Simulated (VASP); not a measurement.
The system is Al.

```xyz
1
Lattice="0.0000 2.0250 2.0250 2.0250 0.0000 2.0250 2.0250 2.0250 0.0000" Properties=species:S:1:pos:R:3 pbc="T T T"
Al    0.0000    0.0000    0.0000
```

| Quantity | Value |
| --- | --- |
| Program | VASP 6.6.1 |
| Task | relaxation of cell and atoms |
| Functional | LDA |
| Potentials or basis | VASP PAW LDA potentials, release 64 (Al) |
| Cutoff | 600 eV |
| k mesh | 34 × 34 × 34 |
| Occupations | gaussian, width 0.1 eV |
| Spin | no spin polarisation |

At the start: pressure -3.7 GPa; volume 16.61 Å³/atom.

Q: How do energy, volume and symmetry change on relaxing?

A: Over 3 steps the energy falls by 9.6 meV/atom and the volume is 15.81 Å³/atom (-4.8 %); space group Fm-3m (No. 225, to 0.05 Å).

Step by step:
```csv
step,energy change (eV),largest force (eV/Å),pressure (GPa),volume (Å³)
1,0.0000,0.0000,-3.69,16.61
2,-0.0095,0.0000,0.56,15.71
3,-0.0096,0.0000,0.00,15.81
```

Final structure:
```cif
data_structure
_symmetry_space_group_name_H-M 'P 1'
_symmetry_Int_Tables_number 1
_cell_length_a 2.8171
_cell_length_b 2.8171
_cell_length_c 2.8171
_cell_angle_alpha 60.000
_cell_angle_beta 60.000
_cell_angle_gamma 60.000
_cell_volume 15.81
loop_
_atom_site_label
_atom_site_type_symbol
_atom_site_fract_x
_atom_site_fract_y
_atom_site_fract_z
_atom_site_occupancy
Al1 Al 0.00000 0.00000 0.00000 1
```
